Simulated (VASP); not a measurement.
# ScAl4N: single point with PBE

The system is ScAl4N.

```
Sc Al N
1.0
     2.44871    1.41376    4.30242
    -2.44871    1.41376    4.30242
     0.00000   -2.82753    4.30242
Sc Al N
1 4 1
Cartesian
  0.0000 0.0000 0.0038
  -1.2203 0.7046 6.9091
  0.0000 -1.4091 6.9091
  1.2203 0.7046 6.9091
  0.0000 0.0000 9.9662
  0.0000 0.0000 4.7975
```

The cell was built from a structure type or drawn by symmetry, and may not be a known phase.

| Quantity | Value |
| --- | --- |
| Program | VASP 6.6.1 |
| Task | single point |
| Functional | PBE |
| Potentials or basis | VASP PAW PBE potentials, release 64 (Sc_sv, Al, N) |
| Cutoff | 520 eV |
| k mesh | 6 × 6 × 6 |
| Occupations | gaussian, width 0.1 eV |
| Spin | no spin polarisation |

The pressure is 7.3 GPa. The largest force is 0.772 eV/Å and the band gap on the k mesh is zero (bands 14 and 15 overlap by 1.89 eV).

Forces in eV/Å, atoms in the order of the input:
```
Sc   0.000  0.000  0.376
Al   0.076 -0.044  0.185
Al   0.000  0.087  0.185
Al  -0.076 -0.044  0.185
Al   0.000  0.000 -0.772
N    0.000  0.000 -0.159
```

Stress tensor (GPa, compression positive):
```
15.12  0.00  0.00
 0.00 15.12  0.00
 0.00  0.00 -8.26
```

Levels at points of the mesh, in eV from the Fermi level:
```
           k point  band 11  band 12  band 13  band 14  band 15  band 16  band 17  band 18
(0.00, 0.00, 0.00)    -2.49    -2.49    -1.96    -1.50    -1.50    -0.20     1.87     1.87
(0.50, 0.00, 0.00)    -3.23    -2.00    -1.33     0.16     0.32     1.58     1.74     2.60
(0.50, 0.50, 0.00)    -1.68    -1.30    -0.82    -0.02     0.37     1.29     1.40     1.73
(0.50, 0.50, 0.50)    -2.81    -2.81    -1.97    -0.56    -0.07    -0.07     1.02     1.02
```

Wall time 49 s on 1 thread of Intel(R) Xeon(R) 6975P-C (Granite Rapids), on a shared host, peak memory 0.27 GiB.

Caveat: the cell stands under pressure.
